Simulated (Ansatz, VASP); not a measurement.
## Two plane-wave programs on C

```
CELL_PARAMETERS angstrom
0.00000 -1.78340 -1.78340
-1.78340 0.00000 -1.78340
1.78340 1.78340 -3.56680
ATOMIC_POSITIONS crystal
C 0.79856 0.79856 0.73381
C 0.29856 0.29856 0.23381
C 0.32644 0.32644 0.89119
C 0.82644 0.82644 0.39119
```

Change from the starting cell: mode 10 (1316.4 1/cm) frozen in, largest displacement -0.200 Å.

Alike in both runs: task single point; functional r2SCAN; k mesh 12 × 12 × 10; occupations gaussian, width 0.05 eV; no spin polarisation.

|  | VASP | Ansatz |
| --- | --- | --- |
| version | VASP 6.6.1 | Ansatz 0.2.0 |
| potentials or method | VASP PAW PBE potentials, release 64 (C), cutoff 520 eV | scalar-relativistic, plane waves, PAW |
| valence electrons in the cell | 16 | 16 |

|  | VASP | Ansatz | Ansatz less VASP |
| --- | --- | --- | --- |
| gap on the k mesh at the Fermi level (eV) | 0.15 | 0.15 | +0.001 |
| least direct gap on the mesh (eV) | 0.24 | 0.24 | +0.004 |
| pressure (GPa) | 24.9 | 23.8 | -1.10 |
| traceless stress, the component that is largest in VASP (GPa) | 39.85 | 40.39 | +0.534 |
| rms of the force components (eV/Å) | 2.408 | 2.408 | 0.0000 |

VASP's potentials were made for PBE, not for r2SCAN. Atom by atom the forces differ by 0.000 eV/Å (rms over components).
